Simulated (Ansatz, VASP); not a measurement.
## Ta2BeP4: VASP beside Ansatz

```
Ta Be P
1.0
     3.70620    0.00000    0.00000
     0.00000    3.70620    0.00000
     0.00000    0.00000    7.43449
Ta Be P
2 1 4
Direct
  0.50000 0.50000 0.00000
  0.00000 0.00000 0.50000
  0.00000 0.00000 0.00000
  0.50000 0.00000 0.25494
  0.00000 0.50000 0.25494
  0.50000 0.00000 0.74506
  0.00000 0.50000 0.74506
```

Change from the starting cell: ordered mixture with vacancies on the cation sites of caesium chloride (P4/mmm, No. 123).

Alike in both runs: functional PBE; k mesh 4 × 4 × 4; occupations gaussian, width 0.1 eV; no spin polarisation.

Ansatz relaxed the structure, and its values are those at the end. VASP's run is a single point on that final structure, the one shown.

|  | VASP | Ansatz |
| --- | --- | --- |
| version | VASP 6.6.1 | Ansatz 0.2.0 |
| potentials or method | VASP PAW PBE potentials, release 64 (Ta_pv, Be, P), cutoff 520 eV | scalar-relativistic, plane waves, PAW |
| valence electrons in the cell | 44 | 48 |

|  | VASP | Ansatz | Ansatz less VASP |
| --- | --- | --- | --- |
| gap on the k mesh at the Fermi level (eV) | none | none | - |
| pressure (GPa) | 0.0 | 0.0 | -0.04 |

A gap of «none» marks a metal or a gap that the smearing closes. VASP's potentials hold 44 valence electrons a cell and Ansatz's 48, so a difference there can come from the potentials and not from the codes.

The k mesh is coarse, so the values compare programs but aren't converged. Spin-orbit coupling is off throughout.
